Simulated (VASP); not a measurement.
# C (P-1) in VASP: single point with r2SCAN

Aim: the single point of C with r2SCAN.

Everything below comes from runs of VASP 6.6.1. Logs are shortened: lines on timing, memory, paths and dates and some standing lists are left out, and cuts for length are marked.

### 1 The cell of the first run

The typed cell holds 1 atom: a = 2.075 Å, b = 2.182 Å, c = 2.099 Å, α = 108.81°, β = 107.04°, γ = 113.24°.

### 2 Single point, r2SCAN

The input, POSCAR:

```
C
1.0
   -1.2365410000      1.2295200000      1.1244330000
    1.2823320000     -1.2778350000      1.2185390000
    1.2099060000      1.2512000000     -1.1727480000
C
1
Direct
    0.9972710000      0.0145620000      0.0193860000
```

The input, INCAR.step1:

```
PREC = Accurate
ENCUT = 660
ISMEAR = -1
SIGMA = 0.1
LREAL = F
LASPH = T
NELM = 120
NBANDS = 8
GGA = PE
ALGO = Normal
EDIFF = 1E-5
LWAVE = T
LCHARG = F
GGA_COMPAT = F
```

The input, INCAR.step2:

```
PREC = Accurate
ENCUT = 660
EDIFF = 1E-6
ISMEAR = -1
SIGMA = 0.1
LREAL = F
LASPH = T
NELM = 120
ALGO = Normal
ISIF = 2
LWAVE = F
LCHARG = F
METAGGA = R2SCAN
LMIXTAU = T
NBANDS = 8
ISTART = 1
GGA_COMPAT = F
```

The input, KPOINTS:

```
Automatic mesh
0
Gamma
  10 10 10
  0.5 0.5 0.5
```

Potentials or basis: VASP PAW PBE potentials, release 64 (C).

Launch:

```bash
$ cat potpaw_PBE.64/C/POTCAR > POTCAR
$ cp INCAR.step1 INCAR
$ mpirun -np 1 vasp_std > vasp.out
$ cp INCAR.step2 INCAR
$ mpirun -np 1 vasp_std > vasp.out
```

OUTCAR:

```text
PREC = Accurate
   ENCUT = 660
   EDIFF = 1E-6
   ISMEAR = -1
   LREAL = F
   LASPH = T
   NELM = 120
   ISIF = 2
   METAGGA = R2SCAN
   ISTART = 1

 ion  position               nearest neighbor table
   1  0.997  0.015  0.019-

  LATTYP: Found a triclinic cell.
 ALAT       =     2.3439174362
 B/A-ratio  =     2.6088224238
 C/A-ratio  =     1.7244874846
 COS(alpha) =     0.0094493652
 COS(beta)  =     0.2646023676
 COS(gamma) =     0.9586907472

  Lattice vectors:

 A1 = (  -0.0457910000,   0.0483150000,  -2.3429720000)
 A2 = (   1.1183240000,   1.3478300000,  -5.8586920000)
 A3 = (  -1.2290620000,  -3.6836050000,  -1.1219090000)

Analysis of symmetry for initial positions (statically):
=====================================================================
 Subroutine PRICEL returns:
 Original cell was already a primitive cell.

 Routine SETGRP: Setting up the symmetry group for a
 triclinic supercell.

 Subroutine GETGRP returns: Found  2 space group operations
 (whereof  1 operations were pure point group operations)
 out of a pool of  2 trial point group operations.

The static configuration has the point symmetry C_1 .
 The point group associated with its full space group is S_2 .

Analysis of symmetry for dynamics (positions and initial velocities):
=====================================================================
 Subroutine PRICEL returns:
 Original cell was already a primitive cell.

 Routine SETGRP: Setting up the symmetry group for a
 triclinic supercell.

 Subroutine GETGRP returns: Found  2 space group operations
 (whereof  1 operations were pure point group operations)
 out of a pool of  2 trial point group operations.

The dynamic configuration has the point symmetry C_1 .
 The point group associated with its full space group is S_2 .

 Subroutine INISYM returns: Found  2 space group operations
 (whereof  1 operations are pure point group operations),
 and found     1 'primitive' translations

----------------------------------------------------------------------------------------

                                     Primitive cell

  volume of cell :       7.2365

  direct lattice vectors                    reciprocal lattice vectors
[... 83 lines left out ...]
   ENCUT  =  660.0 eV  48.51 Ry    6.96 a.u.   4.35  4.57  4.40*2*pi/ulx,y,z
   NELM   =    120;   NELMIN=  2; NELMDL=  0     # of ELM steps
   EDIFF  = 0.1E-05   stopping-criterion for ELM
   LREAL  =      F    real-space projection
   EDIFFG = 0.1E-04   stopping-criterion for IOM
   NSW    =      0    number of steps for IOM
   IBRION =     -1    ionic relax: 0-MD 1-quasi-New 2-CG
   NFREE  =      0    steps in history (QN), initial steepest desc. (CG)
   ISIF   =      2    stress and relaxation
   ISYM   =      2    0-nonsym 1-usesym 2-fastsym
   POTIM  = 0.5000    time-step for ionic-motion
   TEBEG  =    0.0;   TEEND  =   0.0 temperature during run
   PSTRESS=    0.0 pullay stress
   NELECT =       4.0000    total number of electrons
   NUPDOWN=      -1.0000    fix difference up-down
   EMIN   =  10.00;   EMAX   =-10.00  energy-range for DOS
   EFERMI =   0.00;   METHOD = LEGACY
   ISMEAR =    -1;   SIGMA  =   0.10  broadening in eV -4-tet -1-fermi 0-gaus
   EFERMI_NEDOS =   21; number of points for ismear=-14 and -15
   IALGO  =     38    algorithm
   IMIX   =      4    mixing-type and parameters
     AMIX     =   0.40;   BMIX     =  1.00
     AMIX_MAG =   1.60;   BMIX_MAG =  1.00
  volume/ion in A,a.u.               =       7.24        48.83
  Fermi-wavevector in a.u.,A,eV,Ry     =   1.343545  2.538932 24.560067  1.805114
  Thomas-Fermi vector in A             =   2.471611
   LORBIT       =      0    0 simple, 1 ext, 2 COOP (PROOUT), +10 PAW based schemes
   METAGGA = R2SCAN    functional components
   LHFCALC =     F    Hartree Fock is set to
   AEXX    =    0.0000 exact exchange contribution
   IVDW    =     0    specifies the selected vdW correction
   LEPSILON=     F    determine dielectric tensor
   LRPA    =     F    only Hartree local field effects (RPA)
 non-spin polarized calculation
  energy-cutoff  :      660.00
  volume of cell :        7.24
 maximum number of plane-waves:       291
 NGX is ok and might be reduce to    18
   NGX =  9   NGY =  9   NGZ =  9

 number of electron       4.0000000 magnetization

 Free energy of the ion-electron system (eV)
  ---------------------------------------------------
  ext. energy  EPLUGINS =         0.00000000
  ---------------------------------------------------
  free energy    TOTEN  =        -5.34704800 eV

  energy without entropy =       -5.33322154  energy(sigma->0) =       -5.34013477

 E-fermi :   7.5854     XC(G=0): -13.7107

 val. band max:        7.5743523226   @ k =  -0.0500  -0.4500   0.2500
 cond. band min:       7.5858217877   @ k =  -0.3500   0.2500   0.4500
 fundamental gap:      0.0114694651
 Fermi energy:         7.5854076432

 k-point     1 :       0.0500    0.0500    0.0500
  band No.  band energies     occupation
      1     -11.5664      2.00000
      2      14.6709      0.00000
      3      15.6119      0.00000
      4      16.4142      0.00000
      5      36.3769      0.00000
      6      37.7444      0.00000
      7      40.4502      0.00000
      8      42.9498      0.00000
[... 243 lines left out ...]
 k-point    24 :       0.3500    0.2500    0.0500
  band No.  band energies     occupation
      1       0.7452      2.00000
      2       1.6622      2.00000
      3       4.3281      2.00000
      4      12.2961      0.00000
      5      32.8924      0.00000
      6      34.4219      0.00000
      7      40.2203      0.00000
      8      48.8746      0.00000

 [... further k-points ...]

------------------------ aborting loop because EDIFF is reached ----------------------------------------

  FORCE on cell =-STRESS in cart. coord.  units (eV):
  Direction    XX          YY          ZZ          XY          YZ          ZX
  --------------------------------------------------------------------------------------
  -------------------------------------------------------------------------------------
  Total       -0.5421522     -0.4974869     -0.2577581     -0.2967959     -0.1844361      0.1876160
  in kB     -120.0340022   -110.1449707    -57.0683536    -65.7114313    -40.8346749     41.5387119
  external PRESSURE =     -95.7491088 kB  Pullay stress =       0.0000000 kB

 VOLUME and BASIS-vectors are now :
 -----------------------------------------------------------------------------
  energy-cutoff  :      660.00
  volume of cell :        7.24
      direct lattice vectors                 reciprocal lattice vectors
    -1.236541000  1.229520000  1.124433000    -0.003600859  0.411549377  0.435365380
     1.282332000 -1.277835000  1.218539000     0.393672978  0.012394523  0.419369998
     1.209906000  1.251200000 -1.172748000     0.405591783  0.407472799  0.000475718

 POSITION                                       TOTAL-FORCE (eV/Angst)
 -----------------------------------------------------------------------------------
     -1.19104      1.23181      1.11637         0.000000      0.000000      0.000000
 -----------------------------------------------------------------------------------
    total drift:                                0.000002      0.000000      0.000001

  FREE ENERGIE OF THE ION-ELECTRON SYSTEM (eV)
  ---------------------------------------------------
  free  energy   TOTEN  =        -5.3470479993 eV

  energy  without entropy=       -5.3332215436  energy(sigma->0) =       -5.34013477
```

Wall time 3.1 min (1 thread of Intel Xeon 8259CL, shared host); peak memory 0.14 GiB.

Results:

```
Free energy            : -5.3470 eV
Pressure               : -9.6 GPa
Band gap on the k mesh : zero (bands 2 and 3 overlap by 12.79 eV)
```

Caveat: the k points lie up to 0.38 Å⁻¹ apart, too coarse for converged energies and pressures of a metal; the PAW data sets were made with another functional, which shifts forces and pressure a little.
